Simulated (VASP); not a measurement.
Here is a VASP 6.6.1 calculation.

The input INCAR:

```
SYSTEM = TiH
PREC = Accurate
ENCUT = 520
EDIFF = 1E-6
ISMEAR = 0
SIGMA = 0.1
LREAL = .False.
LASPH = .True.
NELM = 80
ALGO = Normal
ISIF = 2
LWAVE = .False.
LCHARG = .False.
GGA = PS
NBANDS = 21
```

KPOINTS

```
Automatic mesh
0
Gamma
  14 14 10
  0 0 0
```

POSCAR

```
TiH
1.0
    2.9121462036      0.0000000000      0.0000000000
    0.0000000000      2.9121462036      0.0000000000
    0.0000000000      0.0000000000      4.5632116527
Ti H
2 2
Direct
    0.0000000000      0.5000000000      0.0000000000
    0.5000000000      0.0000000000      0.5000000000
    0.0000000000      0.0000000000      0.7500000000
    0.0000000000      0.0000000000      0.2500000000
```

Potentials or basis: VASP PAW PBE potentials, release 64 (Ti_sv, H).

The run is started by

```bash
$ cat potpaw_PBE.64/Ti_sv/POTCAR potpaw_PBE.64/H/POTCAR > POTCAR
$ mpirun -np 1 vasp_std > vasp.out
```

Task: What does it give for the pressure?

Result: 0.0 GPa.

Task: Estimate the band gap on the k mesh.

Result: Zero (band 13 reaches 7.92 eV, above the bottom of band 14 at 7.19 eV).

Caveat: the PAW data sets were made with another functional, which shifts forces and pressure a little.
